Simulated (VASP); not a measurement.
Here is a VASP 6.6.1 calculation.

The input INCAR:

```
PREC = Accurate
ENCUT = 520
EDIFF = 1E-7
ISMEAR = 0
SIGMA = 0.15
LREAL = F
LASPH = T
NELM = 60
ALGO = Normal
ISIF = 2
LWAVE = F
LCHARG = F
GGA = PS
NBANDS = 11
```

Contents of KPOINTS:

```
regular mesh
0
Gamma
  20 20 20
```

File POSCAR:

```
Pd
1.0
    0.0000000000      1.9935225000      1.8476550000
    1.9935225000      0.0000000000      1.8476550000
    1.9935225000      1.9935225000      0.0000000000
Pd
1
Direct
    0.0000000000      0.0000000000      0.0000000000
```

Potentials or basis: VASP PAW PBE potentials, release 64 (Pd).

The run is started by

```sh
$ cat potpaw_PBE.64/Pd/POTCAR > POTCAR
$ mpirun -np 1 vasp_std > vasp.out
```

What does it give for the band gap on the k mesh?

Zero (band 5 reaches 10.19 eV, above the bottom of band 6 at 8.38 eV).

Predict the pressure.

-1.8 GPa.

Stress tensor (GPa, compression positive):
```
-2.84  0.00  0.00
 0.00 -2.84  0.00
 0.00  0.00  0.14
```

Caveat: the cell differs from its parent crystal (strain +0.025 along x and y, -0.050 along z); the PAW data sets were made with another functional, which shifts forces and pressure a little.
